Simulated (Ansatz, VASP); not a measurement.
## One calculation of Re, two programs

```xyz
2
Lattice="2.7392 0.0000 0.0000 -1.3696 2.3722 0.0000 0.0000 0.0000 4.4119" Properties=species:S:1:pos:R:3 pbc="T T T"
Re    0.0000    1.5815    1.1030
Re    1.3696    0.7907    3.3089
```

Alike in both runs: task single point; functional LDA; k mesh 6 × 6 × 4; occupations fermi-dirac, width 0.1 eV; no spin polarisation.

```csv
,VASP,Ansatz
version,VASP 6.6.1,Ansatz 0.2.0
potentials or method,"VASP PAW LDA potentials, release 64 (Re), cutoff 600 eV","plane waves (420 eV) with PAW, scalar-relativistic"
valence electrons in the cell,14,30
```

|  | VASP | Ansatz | Ansatz less VASP |
| --- | --- | --- | --- |
| pressure (GPa) | 2.5 | 0.9 | -1.65 |
| traceless stress, the component that is largest in VASP (GPa) | 1.80 | 1.90 | +0.098 |

Ansatz warns that its potentials were made for another functional, while VASP's fit it. LDA's correlation is that of Perdew and Zunger in VASP and of Perdew and Wang (1992) in Ansatz. VASP's potentials hold 14 valence electrons a cell and Ansatz's 30, so a difference there can come from the potentials and not from the codes.

The k mesh is coarse, so the values compare programs but aren't converged. Spin-orbit coupling is off throughout.
